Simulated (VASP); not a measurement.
A run of VASP 6.6.1:

The input INCAR:

```
SYSTEM = Ta3B2N
PREC = Accurate
ENCUT = 520
EDIFF = 1E-6
ISMEAR = 0
SIGMA = 0.1
LREAL = .False.
LASPH = .True.
NELM = 60
ALGO = Normal
ISIF = 2
LWAVE = .False.
LCHARG = .False.
GGA = PE
NBANDS = 31
```

Contents of KPOINTS:

```
Automatic mesh
0
Gamma
  4 4 4
  0 0 0
```

POSCAR

```
Ta3B2N
1.0
    3.0425179269      0.0000000000      0.0000000000
    0.0000000000      3.0425179269      0.0000000000
    0.0000000000      0.0000000000      8.6507364843
Ta B N
3 2 1
Direct
    0.0000000000      0.0000000000      0.2259951693
    0.0000000000      0.0000000000      0.7740048307
    0.5000000000      0.5000000000      0.5000000000
    0.0000000000      0.0000000000      0.5000000000
    0.5000000000      0.5000000000      0.0000000000
    0.0000000000      0.0000000000      0.0000000000
```

Potentials or basis: VASP PAW PBE potentials, release 64 (Ta_pv, B, N).

Command:

```console
$ cat potpaw_PBE.64/Ta_pv/POTCAR potpaw_PBE.64/B/POTCAR potpaw_PBE.64/N/POTCAR > POTCAR
$ mpirun -np 1 vasp_std > vasp.out
```

Hardware: 1 thread of Intel(R) Xeon(R) 6975P-C (Granite Rapids), on a shared host.

Task: Estimate the wall time of this run.

Result: Wall time 20 s on 1 thread of Intel(R) Xeon(R) 6975P-C (Granite Rapids), with other jobs on the host, peak memory 0.2 GiB. Counts: scf iterations 15, k points 18.
